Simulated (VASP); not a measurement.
Crystal: CdI2.

```xyz
3
Lattice="4.2440 0.0000 0.0000 -2.1220 3.6754 0.0000 0.0000 0.0000 6.8590" Properties=species:S:1:pos:R:3 pbc="T T T"
Cd    0.0000    0.0000    0.0000
I     0.0000    2.4503    1.7318
I     2.1220    1.2251    5.1272
```

Base run:

- Program: VASP 6.6.1
- Functional: PBE
- Potentials or basis: VASP PAW PBE potentials, release 64 (Cd, I)
- Cutoff: 500 eV
- k mesh: 8 × 8 × 4
- Occupations: fermi-dirac, width 0.02 eV
- Spin: no spin polarisation

Its results: band gap on the k mesh 2.32 eV (least direct gap 2.57 eV); pressure 1.6 GPa; largest force 0.018 eV/Å.

The run is repeated on the same cell with these changes: functional from PBE to r2SCAN; cutoff from 500 eV to 440 eV; further incar settings from ALGO = Normal; EDIFF = 1e-06; NBANDS = 20 to ALGO = Normal; EDIFF = 1e-08; NBANDS = 20; ISYM = 0. What comes out?

Band gap on the k mesh 2.76 eV (least direct gap 3.13 eV); pressure 0.8 GPa; largest force 0.061 eV/Å.

Caveats: spin-orbit coupling is left out, which moves the levels of the heavy elements; this functional lacks dispersion, which binds layers or chains, so the pressure and a relaxed spacing across them are unreliable (at least some runs); the PAW data sets were made with another functional, which shifts forces and pressure a little (at least some runs).

A k mesh can miss the band edges.
